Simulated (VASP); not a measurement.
# HfSi20H10 in VASP: notebook

HfSi20H10 is run at these levels: PBE; tasks: single point.

Everything below comes from runs of VASP 6.6.1. Logs are shortened: lines on timing, memory, paths and dates and some standing lists are left out, and cuts for length are marked.

**1. The cell of the first run**

The cell holds a slab with vacuum, 31 atoms: a = 7.679 Å, b = 7.679 Å, c = 18.254 Å, α = 90.00°, β = 90.00°, γ = 90.00°.

**2. Single point, PBE**

INCAR

```
SYSTEM = HfSi20H10
  PREC = Accurate
  ENCUT = 520
  EDIFF = 1E-6
  ISMEAR = 0
  SIGMA = 0.05
  LREAL = Auto
  LASPH = .True.
  NELM = 100
  ALGO = Normal
  ISIF = 2
  LWAVE = .False.
  LCHARG = .False.
  GGA = PE
  NBANDS = 71
```

KPOINTS

```
regular mesh
0
Gamma
  2 2 1
  0 0 0
```

POSCAR

```
HfSi20H10
1.0
    7.6791800000      0.0000000000      0.0000000000
    0.0000000000      7.6791800000      0.0000000000
    0.0000000000      0.0000000000     18.2543620000
H Si Hf
10 20 1
Direct
    0.4093920184      0.0000000000      0.0547814270
    0.0906079816      0.0000000000      0.0547814270
    0.9093920184      0.0000000000      0.0547814270
    0.5906079816      0.0000000000      0.0547814270
    0.4093920184      0.5000000000      0.0547814270
    0.0906079816      0.5000000000      0.0547814270
    0.9093920184      0.5000000000      0.0547814270
    0.5906079816      0.5000000000      0.0547814270
    0.1427432356      0.4614178858      0.4666226078
    0.7146157532      0.4928674676      0.4648987458
    0.2500000000      0.0000000000      0.1021947521
    0.7500000000      0.0000000000      0.1021947521
    0.2500000000      0.5000000000      0.1021947521
    0.7500000000      0.5000000000      0.1021947521
    0.2402160126      0.2496362893      0.1744282819
    0.7365802078      0.2513843926      0.1736743251
    0.2474959566      0.7503798583      0.1782655017
    0.7500518285      0.7495140106      0.1766072131
   -0.0127964184      0.2341584648      0.2449870886
    0.4875420292      0.2512084624      0.2472556970
   -0.0028858550      0.7431102019      0.2549784539
    0.5009236663      0.7599424678      0.2517408716
    0.0016689282     -0.0037169333      0.3252010122
    0.5174452220      0.0104903128      0.3252671882
   -0.0128443402      0.4816437432      0.3203179054
    0.5037168031      0.5042482400      0.3205153376
    0.2659194081      0.0881581106      0.3877323130
    0.7483039856      0.0663741441      0.4087613689
    0.2623910365      0.4243511677      0.3867205548
    0.7302650804      0.4066711550      0.3904740686
    1.0252223545      0.2488820421      0.4235072691
```

Potentials or basis: VASP PAW PBE potentials, release 64 (H, Si, Hf_pv).

Command:

```console
> cat potpaw_PBE.64/H/POTCAR potpaw_PBE.64/Si/POTCAR potpaw_PBE.64/Hf_pv/POTCAR > POTCAR
> mpirun -np 1 vasp_std > vasp.out
```

OUTCAR:

```text
SYSTEM = HfSi20H10
   PREC = Accurate
   ENCUT = 520
   EDIFF = 1E-6
   ISMEAR = 0
   LREAL = Auto
   LASPH = .True.
   NELM = 100
   ISIF = 2
   GGA = PE

 ion  position               nearest neighbor table
   1  0.409  0.000  0.055-  11 1.50
   2  0.091  0.000  0.055-  11 1.50
   3  0.909  0.000  0.055-  12 1.50
   4  0.591  0.000  0.055-  12 1.50
   5  0.409  0.500  0.055-  13 1.50
   6  0.091  0.500  0.055-  13 1.50
   7  0.909  0.500  0.055-  14 1.50
   8  0.591  0.500  0.055-  14 1.50
   9  0.143  0.461  0.467-  29 1.75  31 2.02
  10  0.715  0.493  0.465-  30 1.52
  11  0.250  0.000  0.102-   1 1.50   2 1.50  15 2.33  17 2.37
  12  0.750  0.000  0.102-   3 1.50   4 1.50  16 2.33  18 2.35
  13  0.250  0.500  0.102-   5 1.50   6 1.50  15 2.33  17 2.37
  14  0.750  0.500  0.102-   7 1.50   8 1.50  16 2.31  18 2.35
  15  0.240  0.250  0.174-  20 2.32  11 2.33  13 2.33  19 2.33
  16  0.737  0.251  0.174-  14 2.31  19 2.33  12 2.33  20 2.34
  17  0.247  0.750  0.178-  22 2.36  11 2.37  13 2.37  21 2.38
  18  0.750  0.750  0.177-  14 2.35  12 2.35  22 2.36  21 2.38
  19  0.987  0.234  0.245-  16 2.33  15 2.33  23 2.34  25 2.35  31 3.27
  20  0.488  0.251  0.247-  15 2.32  16 2.34  24 2.34  26 2.36
  21  0.997  0.743  0.255-  23 2.33  25 2.34  18 2.38  17 2.38
  22  0.501  0.760  0.252-  26 2.33  24 2.35  18 2.36  17 2.36
  23  0.002  0.996  0.325-  21 2.33  19 2.34  27 2.43  28 2.53  31 2.65
  24  0.517  0.010  0.325-  27 2.32  20 2.34  22 2.35  28 2.38
  25  0.987  0.482  0.320-  21 2.34  19 2.35  30 2.42  29 2.48  31 2.61
  26  0.504  0.504  0.321-  30 2.28  29 2.30  22 2.33  20 2.36
  27  0.266  0.088  0.388-  31 2.32  24 2.32  23 2.43  29 2.58
  28  0.748  0.066  0.409-  24 2.38  23 2.53  31 2.56  30 2.64
  29  0.262  0.424  0.387-   9 1.75  26 2.30  31 2.36  25 2.48  27 2.58
  30  0.730  0.407  0.390-  10 1.52  26 2.28  25 2.42  28 2.64  31 2.64
  31  0.025  0.249  0.424-   9 2.02  27 2.32  29 2.36  28 2.56  25 2.61  30 2.64  23 2.65  19 3.27

  LATTYP: Found a simple tetragonal cell.
 ALAT       =     7.6791800000
 C/A-ratio  =     2.3771238596

  Lattice vectors:

 A1 = (   7.6791800000,   0.0000000000,   0.0000000000)
 A2 = (   0.0000000000,   7.6791800000,   0.0000000000)
 A3 = (   0.0000000000,   0.0000000000,  18.2543620000)

Analysis of symmetry for initial positions (statically):
=====================================================================
 Subroutine PRICEL returns:
 Original cell was already a primitive cell.

 Routine SETGRP: Setting up the symmetry group for a
 simple tetragonal supercell.

 Subroutine GETGRP returns: Found  1 space group operations
 (whereof  1 operations were pure point group operations)
 out of a pool of 16 trial point group operations.

The static configuration has the point symmetry C_1 .

Analysis of symmetry for dynamics (positions and initial velocities):
=====================================================================
 Subroutine PRICEL returns:
 Original cell was already a primitive cell.

 Routine SETGRP: Setting up the symmetry group for a
 simple tetragonal supercell.

 Subroutine GETGRP returns: Found  1 space group operations
 (whereof  1 operations were pure point group operations)
 out of a pool of 16 trial point group operations.

The dynamic configuration has the point symmetry C_1 .

 Subroutine INISYM returns: Found  1 space group operations
 (whereof  1 operations are pure point group operations),
 and found     1 'primitive' translations

----------------------------------------------------------------------------------------

                                     Primitive cell

  volume of cell :    1076.4562

  direct lattice vectors                    reciprocal lattice vectors
     7.679180000  0.000000000  0.000000000     0.130222237  0.000000000  0.000000000
     0.000000000  7.679180000  0.000000000     0.000000000  0.130222237  0.000000000
     0.000000000  0.000000000 18.254362000     0.000000000  0.000000000  0.054781427

  length of vectors
     7.679180000  7.679180000 18.254362000     0.130222237  0.130222237  0.054781427

  position of ions in fractional coordinates (direct lattice)
     0.409392018  0.000000000  0.054781427
     0.090607982  0.000000000  0.054781427
     0.909392018  0.000000000  0.054781427
     0.590607982  0.000000000  0.054781427
     0.409392018  0.500000000  0.054781427
     0.090607982  0.500000000  0.054781427
[... 23 lines left out ...]
     0.730265080  0.406671155  0.390474069
     0.025222355  0.248882042  0.423507269

  ion indices of the primitive-cell ions
   primitive index   ion index
                 1           1
                 2           2
                 3           3
                 4           4
                 5           5
                 6           6
[... 23 lines left out ...]
                30          30
                31          31

----------------------------------------------------------------------------------------

 KPOINTS: regular mesh

Automatic generation of k-mesh.
 Grid dimensions read from file:
 generate k-points for:    2    2    1

 Generating k-lattice:

  Cartesian coordinates                     Fractional coordinates (reciprocal lattice)
     0.065111119  0.000000000  0.000000000     0.500000000  0.000000000  0.000000000
     0.000000000  0.065111119  0.000000000     0.000000000  0.500000000  0.000000000
     0.000000000  0.000000000  0.054781427     0.000000000  0.000000000  1.000000000

  Length of vectors
     0.065111119  0.065111119  0.054781427

  Shift w.r.t. Gamma in fractional coordinates (k-lattice)
     0.000000000  0.000000000  0.000000000

 Subroutine IBZKPT returns following result:
 ===========================================

 Found      4 irreducible k-points:

 Following reciprocal coordinates:
            Coordinates               Weight
  0.000000  0.000000  0.000000      1.000000
  0.500000  0.000000  0.000000      1.000000
  0.000000  0.500000  0.000000      1.000000
  0.500000  0.500000  0.000000      1.000000
   k-points           NKPTS =      4   k-points in BZ     NKDIM =      4   number of bands    NBANDS=     71
   number of dos      NEDOS =    301   number of ions     NIONS =     31
   total plane-waves  NPLWV = 504000
   dimension x,y,z NGX =    60 NGY =   60 NGZ =  140
   dimension x,y,z NGXF=   120 NGYF=  120 NGZF=  280
   ions per type =              10  20   1
   NGX,Y,Z   is equivalent  to a cutoff of  12.99, 12.99, 12.75 a.u.
   NGXF,Y,Z  is equivalent  to a cutoff of  25.98, 25.98, 25.50 a.u.
 SYSTEM =  HfSi20H10
   PREC   = accura    normal or accurate (medium, high low for compatibility)
   ISTART =      0    job   : 0-new  1-cont  2-samecut
   ICHARG =      2    charge: 1-file 2-atom 10-const
   ISPIN  =      1    spin polarized calculation?
   LNONCOLLINEAR =      F non collinear calculations
   LSORBIT =      F    spin-orbit coupling
   LASPH  =      T    aspherical Exc in radial PAW
   ENCUT  =  520.0 eV  38.22 Ry    6.18 a.u.  14.28 14.28 33.94*2*pi/ulx,y,z
   NELM   =    100;   NELMIN=  2; NELMDL= -5     # of ELM steps
   EDIFF  = 0.1E-05   stopping-criterion for ELM
   LREAL  =      T    real-space projection
   EDIFFG = 0.1E-04   stopping-criterion for IOM
   NSW    =      0    number of steps for IOM
[... 5 lines left out ...]
   TEBEG  =    0.0;   TEEND  =   0.0 temperature during run
   PSTRESS=    0.0 pullay stress
   NELECT =     100.0000    total number of electrons
   NUPDOWN=      -1.0000    fix difference up-down
   EMIN   =  10.00;   EMAX   =-10.00  energy-range for DOS
   EFERMI =   0.00;   METHOD = LEGACY
   ISMEAR =     0;   SIGMA  =   0.05  broadening in eV -4-tet -1-fermi 0-gaus
   EFERMI_NEDOS =   21; number of points for ismear=-14 and -15
   IALGO  =     38    algorithm
   IMIX   =      4    mixing-type and parameters
     AMIX     =   0.40;   BMIX     =  1.00
     AMIX_MAG =   1.60;   BMIX_MAG =  1.00
  volume/ion in A,a.u.               =      34.72       234.33
  Fermi-wavevector in a.u.,A,eV,Ry     =   0.741440  1.401119  7.479576  0.549733
  Thomas-Fermi vector in A             =   1.836081
   LORBIT       =      0    0 simple, 1 ext, 2 COOP (PROOUT), +10 PAW based schemes
   GGA     = PE    functional components
   LHFCALC =     F    Hartree Fock is set to
   AEXX    =    0.0000 exact exchange contribution
   IVDW    =     0    specifies the selected vdW correction
   LEPSILON=     F    determine dielectric tensor
   LRPA    =     F    only Hartree local field effects (RPA)
 non-spin polarized calculation
 Gauss-broadening in eV      SIGMA  =   0.05
  energy-cutoff  :      520.00
  volume of cell :     1076.46
 maximum number of plane-waves:     29043
 NGX is ok and might be reduce to    60
   NGX = 29   NGY = 29   NGZ = 67

 number of electron     100.0000007 magnetization

 Free energy of the ion-electron system (eV)
  ---------------------------------------------------
  ext. energy  EPLUGINS =         0.00000000
  ---------------------------------------------------
  free energy    TOTEN  =      -143.83762359 eV

  energy without entropy =     -143.82808532  energy(sigma->0) =     -143.83285446

 E-fermi :   0.3690     XC(G=0):  -4.8206

 val. band max:        0.3337699809   @ k =   0.0000   0.0000   0.0000
 cond. band min:       0.4019745082   @ k =   0.0000   0.5000   0.0000
 fundamental gap:      0.0682045272
 Fermi energy:         0.3689509950

 k-point     1 :       0.0000    0.0000    0.0000
  band No.  band energies     occupation
      1     -30.9106      2.00000
      2     -30.8569      2.00000
      3     -30.8021      2.00000
      4     -12.0716      2.00000
      5     -10.9644      2.00000
      6     -10.3228      2.00000
[... 54 lines left out ...]
     61       1.8758      0.00000
     62       1.9052      0.00000

 k-point     2 :       0.5000    0.0000    0.0000
  band No.  band energies     occupation
      1     -30.9106      2.00000
      2     -30.8569      2.00000
      3     -30.8021      2.00000
      4     -11.5489      2.00000
      5     -11.5253      2.00000
      6     -10.4866      2.00000
[... 54 lines left out ...]
     61       2.2375      0.00000
     62       2.2912      0.00000

 k-point     3 :       0.0000    0.5000    0.0000
  band No.  band energies     occupation
      1     -30.9106      2.00000
      2     -30.8569      2.00000
      3     -30.8021      2.00000
      4     -11.7505      2.00000
      5     -11.3144      2.00000
      6     -10.6424      2.00000
[... 54 lines left out ...]
     61       2.0933      0.00000
     62       2.2747      0.00000

 k-point     4 :       0.5000    0.5000    0.0000
  band No.  band energies     occupation
      1     -30.9106      2.00000
      2     -30.8569      2.00000
      3     -30.8021      2.00000
      4     -11.2127      2.00000
      5     -11.1811      2.00000
      6     -10.8291      2.00000
[... 54 lines left out ...]
     61       2.6485      0.00000
     62       2.7879      0.00000
 [bands above 62 left out]

------------------------ aborting loop because EDIFF is reached ----------------------------------------

  FORCE on cell =-STRESS in cart. coord.  units (eV):
  Direction    XX          YY          ZZ          XY          YZ          ZX
  --------------------------------------------------------------------------------------
  -------------------------------------------------------------------------------------
  Total       26.7880023      9.2653149      2.7805707      1.2102570     -1.0489096     -0.3027588
  in kB       39.8707639     13.7903222      4.1385496      1.8013240     -1.5611775     -0.4506205
  external PRESSURE =      19.2665452 kB  Pullay stress =       0.0000000 kB

 VOLUME and BASIS-vectors are now :
 -----------------------------------------------------------------------------
  energy-cutoff  :      520.00
  volume of cell :     1076.46
      direct lattice vectors                 reciprocal lattice vectors
     7.679180000  0.000000000  0.000000000     0.130222237  0.000000000  0.000000000
     0.000000000  7.679180000  0.000000000     0.000000000  0.130222237  0.000000000
     0.000000000  0.000000000 18.254362000     0.000000000  0.000000000  0.054781427

 POSITION                                       TOTAL-FORCE (eV/Angst)
 -----------------------------------------------------------------------------------
      3.14379      0.00000      1.00000        -0.597349     -0.054669      0.027264
      0.69580      0.00000      1.00000         0.622484     -0.076895     -0.055005
      6.98338      0.00000      1.00000        -0.596469      0.045900     -0.008026
      4.53539      0.00000      1.00000         0.630235     -0.135193     -0.052374
      3.14379      3.83959      1.00000        -0.593133      0.020790      0.035406
      0.69580      3.83959      1.00000         0.640548      0.105563     -0.019018
[... 23 lines left out ...]
      5.60784      3.12290      7.12785        -0.233929     -0.029860      0.231986
      0.19369      1.91121      7.73085        -2.024492      0.318230      1.267319
 -----------------------------------------------------------------------------------
    total drift:                                0.005992      0.002590      0.003218

  FREE ENERGIE OF THE ION-ELECTRON SYSTEM (eV)
  ---------------------------------------------------
  free  energy   TOTEN  =      -143.8376235921 eV

  energy  without entropy=     -143.8280853215  energy(sigma->0) =     -143.83285446
```

It took 8.4 min on 1 thread of Intel Xeon 6975P-C (Granite Rapids), shared host; peak memory 1.1 GiB.

What came out:

| Property | Result |
| --- | --- |
| Free energy | -143.8376 eV |
| Largest force | 2.410 eV/Å |
| Band gap on the k mesh | zero (bands 50 and 51 overlap by 0.07 eV) |

Forces in eV/Å, atoms in the order of the input:
```
H   -0.597 -0.055  0.027
H    0.622 -0.077 -0.055
H   -0.596  0.046 -0.008
H    0.630 -0.135 -0.052
H   -0.593  0.021  0.035
H    0.641  0.106 -0.019
H   -0.629  0.033  0.006
H    0.632  0.060 -0.058
H    0.351  0.055  0.181
H    0.090 -0.030 -0.092
Si  -0.181 -0.169  0.032
Si  -0.079 -0.129 -0.043
Si  -0.086  0.179  0.095
Si  -0.066  0.206 -0.147
Si   0.008 -0.028 -0.019
Si   0.092 -0.038  0.028
Si  -0.022  0.032 -0.096
Si   0.078  0.038 -0.021
Si   0.123 -0.033  0.156
Si   0.087 -0.026  0.031
Si  -0.092 -0.017 -0.089
Si   0.049  0.035 -0.007
Si   0.042  0.316 -0.234
Si  -0.081  0.363  0.047
Si  -0.016  0.281 -0.236
Si  -0.103 -0.188 -0.161
Si   1.696 -1.634 -0.307
Si  -0.536 -0.041  0.045
Si   0.795  0.538 -0.540
Si  -0.234 -0.030  0.232
Hf  -2.024  0.318  1.267
```

Levels at points of the mesh, in eV from the Fermi level:
```csv
k point,band 47,band 48,band 49,band 50,band 51,band 52,band 53,band 54
"(0.00, 0.00, 0.00)",-1.63,-1.51,-1.24,-0.30,-0.04,0.27,0.47,0.71
"(0.50, 0.00, 0.00)",-1.67,-1.57,-1.16,-0.08,0.25,0.55,0.68,0.91
"(0.00, 0.50, 0.00)",-1.61,-1.35,-1.19,0.03,0.25,0.42,0.57,0.68
"(0.50, 0.50, 0.00)",-2.17,-1.44,-1.09,-0.20,0.38,0.60,0.74,1.02
```

Caveat: the k points lie up to 0.41 Å⁻¹ apart; there is no dipole correction, which matters where the two faces differ; spin-orbit coupling is left out, which moves the levels of the heavy elements.

(Continued in part 2 of 2.)

The gap in the log of VASP goes by the Fermi energy; the results here count the filled bands.